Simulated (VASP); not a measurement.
Wanted: the native input for a VASP 6.6.1 run.

| Item | Value |
| --- | --- |
| Task | single point |
| Functional | PBE |
| Potentials or basis | VASP PAW PBE potentials, release 64 (H, Pb_d, N, O) |
| Cutoff | 520 eV |
| k mesh | 8 × 8 × 5 |
| Occupations | fermi-dirac, width 0.05 eV |
| Spin | no spin polarisation |
| Dipole correction | no |
| Further INCAR settings | ALGO = Normal; EDIFF = 1e-06; NBANDS = 31 |

The structure of HPbNO4 lies in POSCAR:

```
HPbNO4
1.0
    4.1992300000      0.1111700000      0.1681700000
    1.9160000000      3.8913200000      0.1256800000
    1.7608500000      1.2525900000      6.3726600000
H Pb N O
1 1 1 4
Direct
    0.8914500000      0.6820200000      0.6279600000
    0.1442600000      0.9287200000      0.8835200000
    0.2567000000      0.2886100000      0.3017100000
    0.8310800000      0.6505600000      0.7840500000
    0.3869400000      0.2238000000      0.1129500000
    0.3110400000      0.0357600000      0.4585600000
    0.0772600000      0.6063300000      0.3227500000
```

The input as run:

INCAR

```
PREC     = Accurate       # precision mode
ENCUT    = 520            # plane-wave cutoff, eV
EDIFF    = 1E-6           # SCF threshold, eV
ISMEAR   = -1             # smearing method
SIGMA    = 0.05           # smearing width, eV
LREAL    = False          # projectors in reciprocal space
LASPH    = True           # aspherical terms in the spheres
NELM     = 100            # most SCF steps
ALGO     = Normal         # electronic algorithm
ISIF     = 2              # what is computed and relaxed
LWAVE    = False          # write WAVECAR
LCHARG   = False          # write CHGCAR
GGA      = PE             # functional
NBANDS   = 31             # bands
```

KPOINTS

```
regular mesh
0
Gamma
  8 8 5
```

Potentials or basis: VASP PAW PBE potentials, release 64 (H, Pb_d, N, O).

Launch:

```sh
$ cat potpaw_PBE.64/H/POTCAR potpaw_PBE.64/Pb_d/POTCAR potpaw_PBE.64/N/POTCAR potpaw_PBE.64/O/POTCAR > POTCAR
$ mpirun -np 1 vasp_std > vasp.out
```

Results of the run:

```json
{
 "Pressure": "0.6 GPa",
 "Largest force": "0.424 eV/Å",
 "Band gap on the k mesh": "2.77 eV, direct"
}
```

Caveat: the standard files for N, O and F lose accuracy on very short bonds; spin-orbit coupling is left out, which moves the levels of the heavy elements.

Wall time 7.8 min on 1 thread of Intel(R) Xeon(R) Platinum 8488C (Sapphire Rapids) (shared host), peak memory 0.55 GiB.
